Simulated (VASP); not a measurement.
# Ti2B3 (P-6m2) in VASP: single point with PBE

Aim: the single point of Ti2B3 with PBE.

All numbers are computed with VASP 6.6.1; they aren't measurements. Logs are shortened: lines on timing, memory, paths and dates and some standing lists are left out, and cuts for length are marked.

### 1 The cell of the first run

Symmetry: P-6m2, No. 187, hexagonal system. The conventional cell has a = 3.577 Å, b = 3.577 Å, c = 4.393 Å, α = 90.00°, β = 90.00°, γ = 120.00°. Within 2.9 Å of Ti (site symmetry -6m2) lie 8 B at 2.20 to 2.33 Å. Ti (site symmetry -6m2) has 9 B at 2.07 to 2.35 Å within 2.7 Å. Within 2.9 Å of B (site symmetry 3m) lie 5 B at 2.16 to 2.35 Å and 6 Ti at 2.33 to 2.35 Å. Within 2.7 Å of B (site symmetry -6m2) lie 5 Ti at 2.07 to 2.20 Å and 6 B at 2.35 Å.

### 2 Single point, PBE

INCAR reads:

```
SYSTEM = Ti2B3
PREC = Accurate
ENCUT = 520
EDIFF = 1E-6
ISMEAR = 0
SIGMA = 0.1
LREAL = .FALSE.
LASPH = .TRUE.
NELM = 100
ALGO = Normal
ISIF = 2
LWAVE = .FALSE.
LCHARG = .FALSE.
GGA = PE
NBANDS = 24
```

KPOINTS reads:

```
Automatic mesh
0
G
  6 6 4
  0 0 0
```

POSCAR reads:

```
Ti2B3
1.0
    3.5770879500      0.0000000000      0.0000000000
   -1.7885439700      3.0978490300      0.0000000000
    0.0000000000      0.0000000000      4.3925343800
Ti B
2 3
Direct
    0.6666666700      0.3333333300      0.5000000000
    0.3333333300      0.6666666700      0.0000000000
    0.0000000000      0.0000000000      0.7454000100
    0.0000000000      0.0000000000      0.2545999900
    0.6666666700      0.3333333300      0.0000000000
```

Potentials or basis: VASP PAW PBE potentials, release 64 (Ti_sv, B).

Command:

```
cat potpaw_PBE.64/Ti_sv/POTCAR potpaw_PBE.64/B/POTCAR > POTCAR
mpirun -np 1 vasp_std > vasp.out
```

OUTCAR:

```text
SYSTEM = Ti2B3
   PREC = Accurate
   ENCUT = 520
   EDIFF = 1E-6
   ISMEAR = 0
   LREAL = .FALSE.
   LASPH = .TRUE.
   NELM = 100
   ISIF = 2
   GGA = PE

 ion  position               nearest neighbor table
   1  0.667  0.333  0.500-   5 2.20   5 2.20   3 2.33   4 2.33   3 2.33   4 2.33   3 2.33   4 2.33

   2  0.333  0.667  0.000-   5 2.07   5 2.07   5 2.07   3 2.35   4 2.35   4 2.35   3 2.35   4 2.35
                             3 2.35
   3  0.000  0.000  0.745-   4 2.16   1 2.33   1 2.33   1 2.33   2 2.35   2 2.35   2 2.35
   4  0.000  0.000  0.255-   3 2.16   1 2.33   1 2.33   1 2.33   2 2.35   2 2.35   2 2.35
   5  0.667  0.333  0.000-   2 2.07   2 2.07   2 2.07   1 2.20   1 2.20

  LATTYP: Found a hexagonal cell.
 ALAT       =     3.5770879500
 C/A-ratio  =     1.2279637631

  Lattice vectors:

 A1 = (   3.5770879500,   0.0000000000,   0.0000000000)
 A2 = (  -1.7885439700,   3.0978490300,   0.0000000000)
 A3 = (   0.0000000000,   0.0000000000,   4.3925343800)

Analysis of symmetry for initial positions (statically):
=====================================================================
 Subroutine PRICEL returns:
 Original cell was already a primitive cell.

 Routine SETGRP: Setting up the symmetry group for a
 hexagonal supercell.

 Subroutine GETGRP returns: Found 12 space group operations
 (whereof 12 operations were pure point group operations)
 out of a pool of 24 trial point group operations.

The static configuration has the point symmetry D_3h.

Analysis of symmetry for dynamics (positions and initial velocities):
=====================================================================
 Subroutine PRICEL returns:
 Original cell was already a primitive cell.

 Routine SETGRP: Setting up the symmetry group for a
 hexagonal supercell.

 Subroutine GETGRP returns: Found 12 space group operations
 (whereof 12 operations were pure point group operations)
 out of a pool of 24 trial point group operations.

The dynamic configuration has the point symmetry D_3h.

 Subroutine INISYM returns: Found 12 space group operations
 (whereof 12 operations are pure point group operations),
 and found     1 'primitive' translations

----------------------------------------------------------------------------------------

                                     Primitive cell

  volume of cell :      48.6749

  direct lattice vectors                    reciprocal lattice vectors
     3.577087950  0.000000000  0.000000000     0.279557007  0.161402313  0.000000000
    -1.788543970  3.097849030  0.000000000     0.000000000  0.322804627  0.000000000
     0.000000000  0.000000000  4.392534380     0.000000000  0.000000000  0.227659004

  length of vectors
     3.577087950  3.577087942  4.392534380     0.322804626  0.322804627  0.227659004

  position of ions in fractional coordinates (direct lattice)
     0.666666670  0.333333330  0.500000000
     0.333333330  0.666666670  0.000000000
     0.000000000  0.000000000  0.745400010
     0.000000000  0.000000000  0.254599990
     0.666666670  0.333333330  0.000000000

  ion indices of the primitive-cell ions
   primitive index   ion index
                 1           1
                 2           2
                 3           3
                 4           4
                 5           5

----------------------------------------------------------------------------------------

 KPOINTS: Automatic mesh

Automatic generation of k-mesh.
 Grid dimensions read from file:
 generate k-points for:    6    6    4

 Generating k-lattice:

  Cartesian coordinates                     Fractional coordinates (reciprocal lattice)
     0.046592834  0.026900385  0.000000000     0.166666667  0.000000000  0.000000000
     0.000000000  0.053800771  0.000000000     0.000000000  0.166666667  0.000000000
     0.000000000  0.000000000  0.056914751     0.000000000  0.000000000  0.250000000

  Length of vectors
     0.053800771  0.053800771  0.056914751

  Shift w.r.t. Gamma in fractional coordinates (k-lattice)
     0.000000000  0.000000000  0.000000000

 Subroutine IBZKPT returns following result:
 ===========================================

 Found     21 irreducible k-points:

 Following reciprocal coordinates:
            Coordinates               Weight
  0.000000  0.000000  0.000000      1.000000
  0.166667  0.000000  0.000000      6.000000
  0.333333  0.000000  0.000000      6.000000
  0.500000  0.000000  0.000000      3.000000
  0.166667  0.166667  0.000000      6.000000
  0.333333  0.166667  0.000000     12.000000
[... 13 lines left out ...]
  0.333333  0.166667  0.500000     12.000000
  0.333333  0.333333  0.500000      2.000000
   k-points           NKPTS =     21   k-points in BZ     NKDIM =     21   number of bands    NBANDS=     24
   number of dos      NEDOS =    301   number of ions     NIONS =      5
   total plane-waves  NPLWV =  28224
   dimension x,y,z NGX =    28 NGY =   28 NGZ =   36
   dimension x,y,z NGXF=    56 NGYF=   56 NGZF=   72
   ions per type =               2   3
   NGX,Y,Z   is equivalent  to a cutoff of  13.01, 13.01, 13.63 a.u.
   NGXF,Y,Z  is equivalent  to a cutoff of  26.03, 26.03, 27.25 a.u.
 SYSTEM =  Ti2B3
   PREC   = accura    normal or accurate (medium, high low for compatibility)
   ISTART =      0    job   : 0-new  1-cont  2-samecut
   ICHARG =      2    charge: 1-file 2-atom 10-const
   ISPIN  =      1    spin polarized calculation?
   LNONCOLLINEAR =      F non collinear calculations
   LSORBIT =      F    spin-orbit coupling
   LASPH  =      T    aspherical Exc in radial PAW
   ENCUT  =  520.0 eV  38.22 Ry    6.18 a.u.   6.65  6.65  8.17*2*pi/ulx,y,z
   NELM   =    100;   NELMIN=  2; NELMDL= -5     # of ELM steps
   EDIFF  = 0.1E-05   stopping-criterion for ELM
   LREAL  =      F    real-space projection
   EDIFFG = 0.1E-04   stopping-criterion for IOM
   NSW    =      0    number of steps for IOM
   IBRION =     -1    ionic relax: 0-MD 1-quasi-New 2-CG
   NFREE  =      0    steps in history (QN), initial steepest desc. (CG)
   ISIF   =      2    stress and relaxation
   ISYM   =      2    0-nonsym 1-usesym 2-fastsym
   POTIM  = 0.5000    time-step for ionic-motion
   TEBEG  =    0.0;   TEEND  =   0.0 temperature during run
   PSTRESS=    0.0 pullay stress
   NELECT =      33.0000    total number of electrons
   NUPDOWN=      -1.0000    fix difference up-down
   EMIN   =  10.00;   EMAX   =-10.00  energy-range for DOS
   EFERMI =   0.00;   METHOD = LEGACY
   ISMEAR =     0;   SIGMA  =   0.10  broadening in eV -4-tet -1-fermi 0-gaus
   EFERMI_NEDOS =   21; number of points for ismear=-14 and -15
   IALGO  =     38    algorithm
   IMIX   =      4    mixing-type and parameters
     AMIX     =   0.40;   BMIX     =  1.00
     AMIX_MAG =   1.60;   BMIX_MAG =  1.00
  volume/ion in A,a.u.               =       9.73        65.69
  Fermi-wavevector in a.u.,A,eV,Ry     =   1.438173  2.717753 28.141496  2.068342
  Thomas-Fermi vector in A             =   2.557169
   LORBIT       =      0    0 simple, 1 ext, 2 COOP (PROOUT), +10 PAW based schemes
   GGA     = PE    functional components
   LHFCALC =     F    Hartree Fock is set to
   AEXX    =    0.0000 exact exchange contribution
   IVDW    =     0    specifies the selected vdW correction
   LEPSILON=     F    determine dielectric tensor
   LRPA    =     F    only Hartree local field effects (RPA)
 non-spin polarized calculation
 Gauss-broadening in eV      SIGMA  =   0.10
  energy-cutoff  :      520.00
  volume of cell :       48.67
 maximum number of plane-waves:      1337
 NGX is ok and might be reduce to    28
   NGX = 13   NGY = 13   NGZ = 17

 number of electron      33.0000003 magnetization

 Free energy of the ion-electron system (eV)
  ---------------------------------------------------
  ext. energy  EPLUGINS =         0.00000000
  ---------------------------------------------------
  free energy    TOTEN  =       -35.48258379 eV

  energy without entropy =      -35.46375694  energy(sigma->0) =      -35.47317036

 E-fermi :   9.3288     XC(G=0): -12.4096

 val. band max:        9.3251316566   @ k =   0.0000   0.0000   0.0000
 cond. band min:       9.3353301314   @ k =   0.3333   0.3333   0.2500
 fundamental gap:      0.0101984747
 Fermi energy:         9.3287970297

 k-point     1 :       0.0000    0.0000    0.0000
  band No.  band energies     occupation
      1     -47.2037      2.00000
      2     -47.1112      2.00000
      3     -23.7019      2.00000
      4     -23.5648      2.00000
      5     -23.5648      2.00000
      6     -23.4071      2.00000
[... 16 lines left out ...]
     23      13.8058      0.00000
     24      14.9160      0.00000

 k-point     2 :       0.1667    0.0000    0.0000
  band No.  band energies     occupation
      1     -47.1966      2.00000
      2     -47.1146      2.00000
      3     -23.6738      2.00000
      4     -23.5935      2.00000
      5     -23.5828      2.00000
      6     -23.4318      2.00000
[... 16 lines left out ...]
     23      13.4505      0.00000
     24      13.8937      0.00000

 k-point     3 :       0.3333    0.0000    0.0000
  band No.  band energies     occupation
      1     -47.1796      2.00000
      2     -47.1242      2.00000
      3     -23.6520      2.00000
      4     -23.6157      2.00000
      5     -23.6033      2.00000
      6     -23.4790      2.00000
[... 16 lines left out ...]
     23      12.8852      0.00000
     24      13.9155      0.00000
[... 433 lines left out ...]
 k-point    20 :       0.3333    0.1667    0.5000
  band No.  band energies     occupation
      1     -47.1589      2.00000
      2     -47.1412      2.00000
      3     -23.7686      2.00000
      4     -23.6311      2.00000
      5     -23.5930      2.00000
      6     -23.4821      2.00000
[... 16 lines left out ...]
     23      13.2658      0.00000
     24      14.0208      0.00000

 k-point    21 :       0.3333    0.3333    0.5000
  band No.  band energies     occupation
      1     -47.1581      2.00000
      2     -47.1401      2.00000
      3     -23.7690      2.00000
      4     -23.6314      2.00000
      5     -23.6260      2.00000
      6     -23.5070      2.00000
[... 16 lines left out ...]
     23      13.5221      0.00000
     24      13.5590      0.00000

------------------------ aborting loop because EDIFF is reached ----------------------------------------

  FORCE on cell =-STRESS in cart. coord.  units (eV):
  Direction    XX          YY          ZZ          XY          YZ          ZX
  --------------------------------------------------------------------------------------
  -------------------------------------------------------------------------------------
  Total        2.6547160      2.6547160      2.4830636      0.0000000     -0.0000000      0.0000000
  in kB       87.3823279     87.3823276     81.7322379      0.0000001     -0.0000000      0.0000000
  external PRESSURE =      85.4989644 kB  Pullay stress =       0.0000000 kB

 VOLUME and BASIS-vectors are now :
 -----------------------------------------------------------------------------
  energy-cutoff  :      520.00
  volume of cell :       48.67
      direct lattice vectors                 reciprocal lattice vectors
     3.577087950  0.000000000  0.000000000     0.279557007  0.161402313  0.000000000
    -1.788543970  3.097849030  0.000000000     0.000000000  0.322804627  0.000000000
     0.000000000  0.000000000  4.392534380     0.000000000  0.000000000  0.227659004

 POSITION                                       TOTAL-FORCE (eV/Angst)
 -----------------------------------------------------------------------------------
      1.78854      1.03262      2.19627        -0.000000     -0.000000      0.000000
     -0.00000      2.06523      0.00000         0.000000      0.000000      0.000000
      0.00000      0.00000      3.27420         0.000000      0.000000     -1.281955
      0.00000      0.00000      1.11834         0.000000      0.000000      1.281955
      1.78854      1.03262      0.00000         0.000000      0.000000      0.000000
 -----------------------------------------------------------------------------------
    total drift:                                0.000000     -0.000000     -0.000000

  FREE ENERGIE OF THE ION-ELECTRON SYSTEM (eV)
  ---------------------------------------------------
  free  energy   TOTEN  =       -35.4825837873 eV

  energy  without entropy=      -35.4637569402  energy(sigma->0) =      -35.47317036
```

Run time: 18 s. Hardware: 1 thread of Intel Xeon 6975P-C (Granite Rapids), shared host; peak memory 0.17 GiB.

What came out:

```
Free energy   : -35.4826 eV
Pressure      : 8.5 GPa
Largest force : 1.282 eV/Å
```

Forces in eV/Å, atoms in the order of the input:
```
Ti   0.000  0.000  0.000
Ti   0.000  0.000  0.000
B    0.000  0.000 -1.282
B    0.000  0.000  1.282
B    0.000  0.000  0.000
```

Stress tensor (GPa, compression positive):
```
8.74 0.00 0.00
0.00 8.74 0.00
0.00 0.00 8.17
```

Caveat: forces of over 1 eV/Å act on the atoms, so gaps and moduli don't describe the material at rest.
